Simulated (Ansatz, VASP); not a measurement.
# Two plane-wave programs on La

INCAR

```
PREC = Accurate
ENCUT = 520
EDIFF = 1E-7
ISMEAR = -1
SIGMA = 0.1
LREAL = F
LASPH = T
NELM = 60
ALGO = Normal
ISIF = 2
LWAVE = F
LCHARG = T
GGA = B5
ALDAX = 1.0
AGGAX = 1.0
AGGAC = 1.0
ALDAC = 0.0
LELF = T
LVHAR = T
NBANDS = 30
```

File KPOINTS:

```
regular mesh
0
Gamma
  12 12 4
```

The input POSCAR:

```
La
1.0
    3.8099040262      0.0000000000      0.0000000000
   -1.9049520131      3.2994736727      0.0000000000
    0.0000000000      0.0000000000     12.2482206385
La
4
Direct
    1.0000000000      1.0000000000      0.0000000000
    0.0000000000      1.0000000000      0.5000000000
    0.3333333333      0.6666666667      0.7500000000
    0.6666666667      0.3333333333      0.2500000000
```

Input for Ansatz:

```yaml
crystal:
  lattice:
    - [3.8099040262, 0.0, 0.0]
    - [-1.9049520131, 3.2994736727, 0.0]
    - [0.0, 0.0, 12.2482206032]
  atoms:
    - { symbol: La, position: [1.0, 1.0, 1.0] }
    - { symbol: La, position: [1.0, 1.0, 0.5] }
    - { symbol: La, position: [0.3333333333, 0.6666666667, 0.75] }
    - { symbol: La, position: [0.6666666667, 0.3333333333, 0.25] }
hamiltonian:
  xc: blyp
  pseudopotentials:
    kind: paw
    azcp:
      La: "pseudopotentials/La.paw.azcp"
basis:
  ecutwfc: 420
  fft_grid_basis: typed
kpoints:
  mp_grid: { grid: [12, 12, 4], shift: [0, 0, 0] }
magnetization:
  spin_polarized: false
scf:
  occupations: { method: fermi_dirac, width: 0.1 }
output:
  stress: true
```

Alike in both runs: task single point; functional BLYP; k mesh 12 × 12 × 4; occupations fermi-dirac, width 0.1 eV; no spin polarisation.

|  | VASP | Ansatz |
| --- | --- | --- |
| version | VASP 6.6.1 | Ansatz 0.2.0 |
| potentials or method | VASP PAW PBE potentials, release 64 (La), cutoff 520 eV | plane waves (420 eV) with PAW, scalar-relativistic |
| valence electrons in the cell | 44 | 44 |

|  | VASP | Ansatz | Ansatz less VASP |
| --- | --- | --- | --- |
| pressure (GPa) | 1.0 | 1.1 | +0.04 |

VASP's potentials were made for PBE, not for BLYP.

Spin-orbit coupling is off throughout.
